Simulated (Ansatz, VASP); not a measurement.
**Two plane-wave programs on InSb**

The input INCAR:

```
ALGO     = Normal         # electronic algorithm
EDIFF    = 1E-6           # SCF threshold, eV
ENCUT    = 520            # plane-wave cutoff, eV
GGA      = PE             # functional
ISIF     = 2              # what is computed and relaxed
ISMEAR   = 0              # smearing method
LASPH    = T              # aspherical terms in the spheres
LCHARG   = F              # write CHGCAR
LREAL    = F              # projectors in reciprocal space
LWAVE    = F              # write WAVECAR
NBANDS   = 16             # bands
NELM     = 60             # most SCF steps
PREC     = Accurate       # precision mode
SIGMA    = 0.15           # smearing width, eV
```

File KPOINTS:

```
k-points
0
Gamma
  16 16 16
```

Contents of POSCAR:

```
InSb
1.0
    0.0000000000      3.1847279916      3.0520309919
    3.1847279916      0.0000000000      3.0520309919
    3.1847279916      3.1847279916      0.0000000000
In Sb
1 1
Direct
    0.0000000000      0.0000000000      0.0000000000
    0.7500000000      0.7500000000      0.7500000000
```

Input for Ansatz:

```yaml
crystal:
  lattice:
    - [0.0, 3.1847279916, 3.0520309919]
    - [3.1847279916, 0.0, 3.0520309919]
    - [3.1847279916, 3.1847279916, 0.0]
  atoms:
    - { symbol: In, position: [0.0, 0.0, 0.0] }
    - { symbol: Sb, position: [0.75, 0.75, 0.75] }
basis:
  ecutwfc: 420
kpoints:
  mp_grid: { grid: [16, 16, 16] }
hamiltonian:
  xc: pbe
scf:
  occupations: { method: gaussian, width: 0.15 }
output:
  forces: true
  stress: true
  eigenvalues: true
```

Change from the starting cell: strain -0.040 along x and y, -0.080 along z, atoms carried along.

Alike in both runs: task single point; functional PBE; k mesh 16 × 16 × 16; occupations gaussian, width 0.15 eV; no spin polarisation.

|  | VASP | Ansatz |
| --- | --- | --- |
| version | VASP 6.6.1 | Ansatz 0.2.0 |
| potentials or method | VASP PAW PBE potentials, release 64 (In_d, Sb), cutoff 520 eV | scalar-relativistic, plane waves, PAW |
| valence electrons in the cell | 18 | 28 |

|  | VASP | Ansatz | Ansatz less VASP |
| --- | --- | --- | --- |
| gap on the k mesh at the Fermi level (eV) | 0.21 | 0.21 | -0.006 |
| least direct gap on the mesh (eV) | 0.21 | 0.21 | -0.006 |
| pressure (GPa) | 9.0 | 9.0 | +0.03 |
| traceless stress, the component that is largest in VASP (GPa) | 0.57 | 0.56 | -0.002 |

VASP's potentials hold 18 valence electrons a cell and Ansatz's 28, so a difference there can come from the potentials and not from the codes.

Neither program's run includes spin-orbit coupling.
